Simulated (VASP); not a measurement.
A run of VASP 6.6.1 is set up as follows.

File INCAR:

```
SYSTEM = AlN
PREC = Accurate
ENCUT = 520
EDIFF = 1E-6
ISMEAR = -1
SIGMA = 0.02
LREAL = .FALSE.
LASPH = .TRUE.
NELM = 80
ALGO = Normal
ISIF = 2
LWAVE = .FALSE.
LCHARG = .TRUE.
LELF = .TRUE.
LVHAR = .TRUE.
NBANDS = 11
```

Contents of KPOINTS:

```
Automatic mesh
0
G
  8 8 8
  0 0 0
```

POSCAR

```
AlN
1.0
    0.0000000000      1.9427466667      1.9690000000
    1.9427466667      0.0000000000      1.9690000000
    1.9427466667      1.9427466667      0.0000000000
Al N
1 1
Direct
    0.0000000000      0.0000000000      0.0000000000
    0.5000000000      0.5000000000      0.5000000000
```

Potentials or basis: VASP PAW LDA potentials, release 64 (Al, N).

Run with:

```bash
$ cat potpaw_LDA.64/Al/POTCAR potpaw_LDA.64/N/POTCAR > POTCAR
$ mpirun -np 1 vasp_std > vasp.out
```

Question: Predict the pressure.

Answer: 27.7 GPa.

Question: What does it give for the band gap on the k mesh?

Answer: 4.88 eV, indirect (least direct gap 7.32 eV).

Stress tensor (GPa, compression positive):
```
29.91  0.00  0.00
 0.00 29.91  0.00
 0.00  0.00 23.40
```

A k mesh can miss the band edges. As with any semilocal functional, this LDA gap is likely too small.
